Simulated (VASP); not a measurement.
Here is a VASP 6.6.1 calculation.

The input INCAR:

```
ALGO = Normal ; EDIFF = 1E-6
ENCUT = 520 ; GGA = PE
ISIF = 2 ; ISMEAR = -1
LASPH = T ; LCHARG = F
LDAU = T ; LDAUJ = 0 0
LDAUL = 2 -1 ; LDAUPRINT = 1
LDAUTYPE = 2 ; LDAUU = 4.5 0
LMAXMIX = 4 ; LREAL = F
LWAVE = F ; NBANDS = 16
NELM = 150 ; PREC = Accurate
SIGMA = 0.05
```

KPOINTS

```
k-points
0
Gamma
  10 10 10
```

Contents of POSCAR:

```
CuO
1.0
    0.0000000000      2.2757635704      2.2757635704
    2.2757635704      0.0000000000      2.2757635704
    2.2757635704      2.2757635704      0.0000000000
Cu O
1 1
Direct
    0.0000000000      0.0000000000      0.0000000000
    0.2500000000      0.2500000000      0.2500000000
```

Potentials or basis: VASP PAW PBE potentials, release 64 (Cu, O).

Launch:

```sh
$ cat potpaw_PBE.64/Cu/POTCAR potpaw_PBE.64/O/POTCAR > POTCAR
$ mpirun -np 1 vasp_std > vasp.out
```

**Question.** Estimate the pressure.

**Answer.** -3.8 GPa.

Eigenvalues of the final occupation matrices:
```
    site  spin  trace               eigenvalues
site 1 d     1   4.64  0.91 0.91 0.91 0.96 0.96
site 1 d     2   4.64  0.91 0.91 0.91 0.96 0.96
```

Caveat: an odd number of electrons without spin polarisation forces a metal; a magnetic or distorted state may lie lower; U without spin polarisation on a metal has little footing.
